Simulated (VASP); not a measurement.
Runs of VASP 6.6.1 on CdSe. The structure is that of space group I-43m (No. 217), or close to it. The cells are those of the table. 

| task | cell | k mesh | cutoff (eV) | smearing | k mesh for the DOS | occupations for the DOS | gap on the mesh (eV) | pressure (GPa) | largest force (eV/Å) |
| --- | --- | --- | --- | --- | --- | --- | --- | --- | --- |
| single point | a = 7.321, b = 7.323, c = 7.322 Å, angles 109.6, 109.5, 109.3°, 8 atoms | 2 × 2 × 2 | 520 | gaussian 0.1 eV | - | - | 0.91 | 0.2 | 0.01 |
| single point | a = 7.326 Å, angles 109.5°, 8 atoms | 6 × 6 × 6 | 520 | gaussian 0.02 eV | - | - | 0.91 | 0.2 | 0.01 |
| single point | a = 7.326 Å, angles 109.5°, 8 atoms | 2 × 2 × 2 | 520 | gaussian 0.1 eV | - | - | 0.90 | 0.2 | (a) |
| single point | a = 7.324 Å, angles 109.5°, 8 atoms | 4 × 4 × 4 | 520 | gaussian 0.1 eV | - | - | 0.91 | 0.2 | 0.03 |
| single point | a = 6.990 Å, angles 109.5°, 8 atoms | 4 × 4 × 4 | 520 | gaussian 0.1 eV | - | - | (b) | 7.0 | 0.16 |
| relaxation of cell and atoms | relaxed from a = 6.990 Å, angles 109.5°, 8 atoms | 4 × 4 × 4 | 600 | gaussian 0.1 eV | - | - | 0.90 | 0.1 | 0.01 |

Alike in all rows: level PBE; potentials or basis VASP PAW PBE potentials, release 64 (Cd, Se); no spin polarisation.

Problem. Estimate the missing entries.

Solution. (a) 0.04; (b) 1.31.

Caveats: some runs use coarse meshes.

A k mesh can miss the band edges, and the runs leave out spin-orbit coupling on Cd, Se.
